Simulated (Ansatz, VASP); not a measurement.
## Two plane-wave programs on Ge2N

The input INCAR:

```
ALGO = Normal
EDIFF = 1E-7
ENCUT = 520
GGA = PE
ISIF = 2
ISMEAR = 0
LASPH = True
LCHARG = False
LREAL = False
LWAVE = False
NBANDS = 24
NELM = 100
PREC = Accurate
SIGMA = 0.1
```

The input KPOINTS:

```
k-points
0
Gamma
  6 6 6
```

Contents of POSCAR:

```
Ge2N
1.0
    1.4360220672      0.8290877271      5.5600600828
   -1.4360220672      0.8290877271      5.5600600828
    0.0000000000     -1.6581754541      5.5600600828
Ge N
2 1
Direct
    0.7484000000      0.7484000000      0.7484000000
    0.5849000000      0.5849000000      0.5849000000
    0.0000000000      0.0000000000      0.0000000000
```

Input for Ansatz:

```yaml
crystal:
  lattice:
    - [1.4360220672, 0.8290877271, 5.5600600828]
    - [-1.4360220672, 0.8290877271, 5.5600600828]
    - [0.0, -1.6581754541, 5.5600600828]
  atoms:
    - { symbol: Ge, position: [0.7484, 0.7484, 0.7484] }
    - { symbol: Ge, position: [0.5849, 0.5849, 0.5849] }
    - { symbol: "N", position: [0.0, 0.0, 0.0] }
basis:
  ecutwfc: 420
kpoints:
  mp_grid: { grid: [6, 6, 6] }
hamiltonian:
  xc: pbe
scf:
  occupations: { method: gaussian, width: 0.1 }
  lower_state_search: "off"
output:
  forces: true
  stress: true
  eigenvalues: true
```

Alike in both runs: task single point; functional PBE; k mesh 6 × 6 × 6; occupations gaussian, width 0.1 eV; no spin polarisation.

|  | VASP | Ansatz |
| --- | --- | --- |
| version | VASP 6.6.1 | Ansatz 0.2.0 |
| potentials or method | VASP PAW PBE potentials, release 64 (Ge_d, N), cutoff 520 eV | scalar-relativistic, plane waves, PAW |
| valence electrons in the cell | 33 | 33 |

VASP gave:

- gap on the k mesh at the Fermi level (eV): none
- pressure (GPa): 14.7
- traceless stress, the component that is largest in VASP (GPa): 1.33
- rms of the force components (eV/Å): 0.460

Q: What did Ansatz give for the same quantities?

A: gap on the k mesh at the Fermi level (eV): none; pressure (GPa): 14.5; traceless stress, the component that is largest in VASP (GPa): 1.21; rms of the force components (eV/Å): 0.441.

Atom by atom the forces differ by 0.019 eV/Å (rms over components). A gap of «none» marks a metal or a gap that the smearing closes. The functional is the same, so the differences come from potentials, cutoffs and numerics.

The k mesh is coarse, so the values compare programs but aren't converged.
